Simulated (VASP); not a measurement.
# CO2 (Pa-3) in VASP: further runs, part 2 of 2

VASP 6.6.1.

**3. Single point, PBE+D3(BJ)**

File INCAR:

```
  PREC = Accurate
  ENCUT = 520
  EDIFF = 1E-7
  ISMEAR = 0
  SIGMA = 0.02
  LREAL = False
  LASPH = True
  NELM = 100
  ALGO = Normal
  ISIF = 2
  LWAVE = False
  LCHARG = True
  GGA = PE
  IVDW = 12
  LELF = True
  LVHAR = True
  NBANDS = 44
```

File KPOINTS:

```
regular mesh
0
Gamma
  4 4 4
```

File POSCAR:

```
CO2
1.0
    5.2802343260      0.0000000000      0.0000000000
    0.0000000000      5.2802343260      0.0000000000
    0.0000000000      0.0000000000      5.2802343260
C O
4 8
Direct
    0.0000000000      0.0000000000      0.0000000000
    0.5000000000      0.0000000000      0.5000000000
    0.5000000000      0.5000000000      0.0000000000
    0.0000000000      0.5000000000      0.5000000000
    0.1274349990      0.1274349990      0.1274349990
    0.3725650010      0.8725650010      0.6274349990
    0.6274349990      0.3725650010      0.8725650010
    0.8725650010      0.6274349990      0.3725650010
    0.8725650010      0.8725650010      0.8725650010
    0.6274349990      0.1274349990      0.3725650010
    0.3725650010      0.6274349990      0.1274349990
    0.1274349990      0.3725650010      0.6274349990
```

Potentials or basis: VASP PAW PBE potentials, release 64 (C, O).

Launch:

```bash
$ cat potpaw_PBE.64/C/POTCAR potpaw_PBE.64/O/POTCAR > POTCAR
$ mpirun -np 1 vasp_std > vasp.out
```

OUTCAR:

```text
PREC = Accurate
   ENCUT = 520
   EDIFF = 1E-7
   ISMEAR = 0
   LREAL = False
   LASPH = True
   NELM = 100
   ISIF = 2
   GGA = PE
   IVDW = 12
 IVDW          = 12

 ion  position               nearest neighbor table
   1  0.000  0.000  0.000-   5 1.17   9 1.17
   2  0.500  0.000  0.500-   6 1.17  10 1.17
   3  0.500  0.500  0.000-   7 1.17  11 1.17
   4  0.000  0.500  0.500-   8 1.17  12 1.17
   5  0.127  0.127  0.127-   1 1.17
   6  0.373  0.873  0.627-   2 1.17
   7  0.627  0.373  0.873-   3 1.17
   8  0.873  0.627  0.373-   4 1.17
   9  0.873  0.873  0.873-   1 1.17
  10  0.627  0.127  0.373-   2 1.17
  11  0.373  0.627  0.127-   3 1.17
  12  0.127  0.373  0.627-   4 1.17

  LATTYP: Found a simple cubic cell.
 ALAT       =     5.2802343260

  Lattice vectors:

 A1 = (   5.2802343260,   0.0000000000,   0.0000000000)
 A2 = (   0.0000000000,   5.2802343260,   0.0000000000)
 A3 = (   0.0000000000,   0.0000000000,   5.2802343260)
[... 192 lines left out ...]
      1     -23.3707      2.00000
      2     -22.9721      2.00000
      3     -22.9721      2.00000
      4     -22.9721      2.00000
      5     -22.1036      2.00000
      6     -22.1036      2.00000
[... 506 lines left out ...]
     43       7.6467      0.00000
     44       7.6467      0.00000

------------------------ aborting loop because EDIFF is reached ----------------------------------------

 Edisp (eV)   -1.04253

 E8    (eV) :    -0.2711

  FORCE on cell =-STRESS in cart. coord.  units (eV):
  Direction    XX          YY          ZZ          XY          YZ          ZX
  --------------------------------------------------------------------------------------
  -------------------------------------------------------------------------------------
  Total       5.10375     5.10375     5.10375    -0.00000     0.00000     0.00000
  in kB      55.54446    55.54446    55.54446    -0.00000     0.00000     0.00000
  external pressure =       55.54 kB  Pullay stress =        0.00 kB

 VOLUME and BASIS-vectors are now :
 -----------------------------------------------------------------------------
  energy-cutoff  :      520.00
  volume of cell :      147.22
      direct lattice vectors                 reciprocal lattice vectors
     5.280234326  0.000000000  0.000000000     0.189385534  0.000000000  0.000000000
     0.000000000  5.280234326  0.000000000     0.000000000  0.189385534  0.000000000
     0.000000000  0.000000000  5.280234326     0.000000000  0.000000000  0.189385534

 POSITION                                       TOTAL-FORCE (eV/Angst)
 -----------------------------------------------------------------------------------
      0.00000      0.00000      0.00000         0.000000      0.000000      0.000000
      2.64012      0.00000      2.64012         0.000000      0.000000      0.000000
      2.64012      2.64012      0.00000         0.000000      0.000000      0.000000
      0.00000      2.64012      2.64012         0.000000      0.000000      0.000000
      0.67289      0.67289      0.67289         0.412297      0.412297      0.412297
      1.96723      4.60735      3.31300        -0.412297     -0.412297      0.412297
      3.31300      1.96723      4.60735         0.412297     -0.412297     -0.412297
      4.60735      3.31300      1.96723        -0.412297      0.412297     -0.412297
      4.60735      4.60735      4.60735        -0.412297     -0.412297     -0.412297
      3.31300      0.67289      1.96723         0.412297      0.412297     -0.412297
      1.96723      3.31300      0.67289        -0.412297      0.412297      0.412297
      0.67289      1.96723      3.31300         0.412297     -0.412297      0.412297
 -----------------------------------------------------------------------------------
    total drift:                                0.000000      0.000000      0.000000

  FREE ENERGIE OF THE ION-ELECTRON SYSTEM (eV)
  ---------------------------------------------------
  free  energy   TOTEN  =       -92.6438559990 eV

  energy  without entropy=      -92.6438559990  energy(sigma->0) =      -92.64385600
```

OSZICAR:

```text
N       E                     dE             d eps       ncg     rms          rms(c)
DAV:   1     0.383399090733E+03    0.38340E+03   -0.35173E+04   968   0.136E+03
DAV:   2    -0.729307323349E+02   -0.45633E+03   -0.44223E+03  1272   0.323E+02
DAV:   3    -0.976076423632E+02   -0.24677E+02   -0.24475E+02  1128   0.768E+01
DAV:   4    -0.978878185735E+02   -0.28018E+00   -0.27938E+00  1128   0.920E+00
DAV:   5    -0.978920180910E+02   -0.41995E-02   -0.41986E-02  1124   0.111E+00    0.192E+01
DAV:   6    -0.920751052981E+02    0.58169E+01   -0.17244E+01  1076   0.223E+01    0.877E+00
DAV:   7    -0.916994717759E+02    0.37563E+00   -0.84183E-01  1108   0.513E+00    0.489E+00
DAV:   8    -0.916132889949E+02    0.86183E-01   -0.61786E-01  1064   0.383E+00    0.103E+00
DAV:   9    -0.916002226202E+02    0.13066E-01   -0.49555E-02  1036   0.124E+00    0.422E-01
DAV:  10    -0.916010647039E+02   -0.84208E-03   -0.94820E-03  1132   0.443E-01    0.831E-02
DAV:  11    -0.916012718042E+02   -0.20710E-03   -0.26507E-04  1052   0.968E-02    0.357E-02
DAV:  12    -0.916013283209E+02   -0.56517E-04   -0.47042E-05  1124   0.402E-02    0.549E-03
DAV:  13    -0.916013287737E+02   -0.45279E-06   -0.35193E-06  1104   0.104E-02    0.219E-03
DAV:  14    -0.916013287774E+02   -0.36680E-08   -0.42836E-07  1004   0.395E-03
   1 F= -.92643856E+02 E0= -.92643856E+02  d E =-.290746E-23
```

stdout:

```text
POSCAR found type information on POSCAR C O
 POSCAR found :  2 types and      12 ions
 scaLAPACK will be used
 LDA part: xc-table for (Slater+PW92), standard interpolation
 POSCAR, INCAR and KPOINTS ok, starting setup
 FFT: planning ... GRIDC
 FFT: planning ... GRID_SOFT
 FFT: planning ... GRID
 WAVECAR not read
 entering main loop
```

Wall time 2.5 min (1 thread of Intel Xeon 8259CL, shared host); peak memory 0.26 GiB.

What came out:

* Free energy: -92.6439 eV
* Pressure: 5.6 GPa
* Largest force: 0.714 eV/Å
* Band gap on the k mesh: 7.01 eV
* Dispersion energy per atom: -0.087 eV

Forces on the atoms (eV/Å):
```
C    0.000  0.000  0.000
C    0.000  0.000  0.000
C    0.000  0.000  0.000
C    0.000  0.000  0.000
O    0.412  0.412  0.412
O   -0.412 -0.412  0.412
O    0.412 -0.412 -0.412
O   -0.412  0.412 -0.412
O   -0.412 -0.412 -0.412
O    0.412  0.412 -0.412
O   -0.412  0.412  0.412
O    0.412 -0.412  0.412
```

Caveat: the cell stands under pressure.

**4. Relaxation of cell and atoms, PBE+D3(BJ), target pressure 3.45 GPa, at which the enthalpy is minimised**

File INCAR:

```
PREC     = Accurate       # precision mode
ENCUT    = 600            # plane-wave cutoff, eV
EDIFF    = 1E-6           # SCF threshold, eV
ISMEAR   = 0              # smearing method
SIGMA    = 0.02           # smearing width, eV
LREAL    = False          # projectors in reciprocal space
LASPH    = True           # aspherical terms in the spheres
NELM     = 60             # most SCF steps
ALGO     = Normal         # electronic algorithm
ISIF     = 3              # what is computed and relaxed
LWAVE    = False          # write WAVECAR
LCHARG   = False          # write CHGCAR
GGA      = PE             # functional
IVDW     = 12             # dispersion correction
IBRION   = 2              # ionic algorithm
NSW      = 100            # ionic steps
EDIFFG   = -0.002         # ionic threshold
PSTRESS  = 34.5
```

File KPOINTS:

```
Automatic mesh
0
Gamma
  4 4 4
```

File POSCAR:

```
CO2
1.0
    5.2823389151      0.0000000000      0.0000000000
    0.0000000000      5.2823389151      0.0000000000
    0.0000000000      0.0000000000      5.2823389151
C O
4 8
Direct
    0.0000000000      0.0000000000      0.0000000000
    0.5000000000      0.0000000000      0.5000000000
    0.5000000000      0.5000000000      0.0000000000
    0.0000000000      0.5000000000      0.5000000000
    0.1273615091      0.1273615091      0.1273615091
    0.3726384909      0.8726384909      0.6273615091
    0.6273615091      0.3726384909      0.8726384909
    0.8726384909      0.6273615091      0.3726384909
    0.8726384909      0.8726384909      0.8726384909
    0.6273615091      0.1273615091      0.3726384909
    0.3726384909      0.6273615091      0.1273615091
    0.1273615091      0.3726384909      0.6273615091
```

Launch:

```bash
$ cat potpaw_PBE.64/C/POTCAR potpaw_PBE.64/O/POTCAR > POTCAR
$ mpirun -np 1 vasp_std > vasp.out
```

Run time: 13 min. Hardware: 1 thread of Intel Xeon 8259CL, shared host; peak memory 0.31 GiB.

The run converged. Its results:

```
Free energy                                                : -92.6571 eV
Relaxed volume                                             : 12.09 Å³/atom
Relaxed cell                                               : a = 5.254 Å, b = 5.254 Å, c = 5.254 Å, α = 90.00°, β = 90.00°, γ = 90.00°
Space group after relaxing (to 0.1 Å)                      : Pa-3 (No. 205)
Energy change on relaxing (the run minimises the enthalpy) : +2.4 meV/atom
Ionic steps                                                : 10
Pressure after relaxing                                    : 3.4 GPa
Band gap on the k mesh                                     : 6.97 eV
Dispersion energy per atom                                 : -0.088 eV
```

The path:
```csv
step,energy change (eV),largest force (eV/Å),pressure (GPa),volume (Å³)
1,0.0000,0.7123,5.32,147.39
2,0.4200,3.3070,-8.27,150.47
3,-0.0273,0.0095,2.98,147.85
4,-0.0270,0.0272,3.04,147.84
5,-0.0171,0.0239,3.12,147.31
6,0.0142,0.0161,3.37,145.73
7,0.0307,0.0114,3.51,144.95
8,0.0288,0.0124,3.49,145.04
9,0.0283,0.1107,3.08,145.09
10,0.0287,0.0003,3.44,145.04
```

Final structure:
```
CELL_PARAMETERS angstrom
5.25413 0.00000 0.00000
0.00000 5.25413 0.00000
0.00000 0.00000 5.25413
ATOMIC_POSITIONS crystal
C 0.00000 0.00000 0.00000
C 0.50000 0.00000 0.50000
C 0.50000 0.50000 0.00000
C 0.00000 0.50000 0.50000
O 0.12874 0.12874 0.12874
O 0.37126 0.87126 0.62874
O 0.62874 0.37126 0.87126
O 0.87126 0.62874 0.37126
O 0.87126 0.87126 0.87126
O 0.62874 0.12874 0.37126
O 0.37126 0.62874 0.12874
O 0.12874 0.37126 0.62874
```

Levels at points of the mesh, in eV from the valence-band top:
| k point | band 30 | band 31 | band 32 | band 33 | band 34 | band 35 |
| --- | --- | --- | --- | --- | --- | --- |
| (0.00, 0.00, 0.00) | -0.31 | 0.00 | 0.00 | 6.97 | 7.66 | 7.66 |
| (0.50, 0.00, 0.00) | -0.47 | -0.10 | -0.10 | 7.60 | 7.60 | 7.93 |
| (0.50, 0.50, 0.00) | -0.41 | -0.41 | -0.41 | 7.60 | 7.60 | 7.60 |
| (0.50, 0.50, 0.50) | -0.49 | -0.49 | -0.49 | 7.56 | 7.56 | 7.56 |

Caveat: the cell is relaxed towards a set pressure, so the run minimises the enthalpy, not the energy.

**5. The runs side by side**

```tsv
task	cell	cutoff (eV)	smearing	gap on the mesh (eV)	pressure (GPa)	largest force (eV/Å)
single point	a = 5.282 Å, 12 atoms, atomic positions A	520	gaussian 0.1 eV	7.01	5.6	0.74
single point	a = 5.280 Å, 12 atoms, atomic positions B	520	gaussian 0.02 eV	7.01	5.6	0.71
relaxation of cell and atoms	relaxed to 3.45 GPa from a = 5.282 Å, 12 atoms, atomic positions A	600	gaussian 0.02 eV	6.97	3.4	-
```

Alike in all rows: level PBE+D3(BJ); potentials or basis VASP PAW PBE potentials, release 64 (C, O); no spin polarisation; k mesh 4 × 4 × 4.

Caveats: the cell stands under pressure (at least some runs); the cell is relaxed towards a set pressure, so the run minimises the enthalpy, not the energy (at least some runs).

Total energies depend on the potentials used, so only differences within one code and one set of settings carry meaning.
